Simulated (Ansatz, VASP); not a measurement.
# IrAu: VASP beside Ansatz

Contents of INCAR:

```
  PREC = Accurate
  ENCUT = 520
  EDIFF = 1E-7
  ISMEAR = 0
  SIGMA = 0.1
  LREAL = F
  LASPH = T
  NELM = 150
  ALGO = Normal
  ISIF = 2
  LWAVE = F
  LCHARG = F
  ISPIN = 2
  MAGMOM = 1 1 0 0
  LORBIT = 11
  LMAXMIX = 4
  GGA = PE
  NBANDS = 32
```

The input KPOINTS:

```
Automatic mesh
0
Gamma
  6 6 2
```

Contents of POSCAR:

```
IrAu
1.0
    2.8159640227      0.0000000000      0.0000000000
   -1.4079820113      2.4386963798      0.0000000000
    0.0000000000      0.0000000000      9.3881519185
Ir Au
2 2
Direct
    0.3333333333      0.6666666667      0.2500000000
    0.6666666667      0.3333333333      0.7500000000
    0.0000000000      0.0000000000      0.0000000000
    0.0000000000      0.0000000000      0.5000000000
```

Input for Ansatz:

```yaml
crystal:
  lattice:
    - [2.8159640227, 0.0, 0.0]
    - [-1.4079820113, 2.4386963798, 0.0]
    - [0.0, 0.0, 9.3881519185]
  atoms:
    - { symbol: Ir, position: [0.3333333333, 0.6666666667, 0.25], spin: 1.0 }
    - { symbol: Ir, position: [0.6666666667, 0.3333333333, 0.75], spin: 1.0 }
    - { symbol: Au, position: [0.0, 0.0, 0.0] }
    - { symbol: Au, position: [0.0, 0.0, 0.5] }
basis:
  ecutwfc: 420
kpoints:
  mp_grid: { grid: [6, 6, 2] }
hamiltonian:
  xc: pbe
scf:
  occupations: { method: gaussian, width: 0.1 }
  lower_state_search: "off"
output:
  forces: true
  stress: true
  eigenvalues: true
  populations: true
magnetization:
  spin_polarized: true
```

Alike in both runs: task single point; functional PBE; k mesh 6 × 6 × 2; occupations gaussian, width 0.1 eV; collinear spin.

```csv
,VASP,Ansatz
version,VASP 6.6.1,Ansatz 0.2.0
potentials or method,"VASP PAW PBE potentials, release 64 (Ir, Au), cutoff 520 eV","scalar-relativistic, plane waves, PAW"
valence electrons in the cell,40,72
```

|  | VASP | Ansatz | Ansatz less VASP |
| --- | --- | --- | --- |
| gap on the k mesh at the Fermi level (eV) | none | none | - |
| pressure (GPa) | 0.5 | 0.6 | +0.08 |
| traceless stress, the component that is largest in VASP (GPa) | 0.25 | 0.33 | +0.085 |
| net moment per atom (μB) | 0.16 | 0.14 | -0.022 |
| size of the moment on the site where the two differ most (μB) | 0.30 | 0.25 | -0.049 |

Site moments also hang on the region over which each program counts them. A gap of «none» marks a metal or a gap that the smearing closes. VASP's potentials hold 40 valence electrons a cell and Ansatz's 72, so a difference there can come from the potentials and not from the codes.

The k mesh is coarse, so the values compare programs but aren't converged. Neither program's run includes spin-orbit coupling.
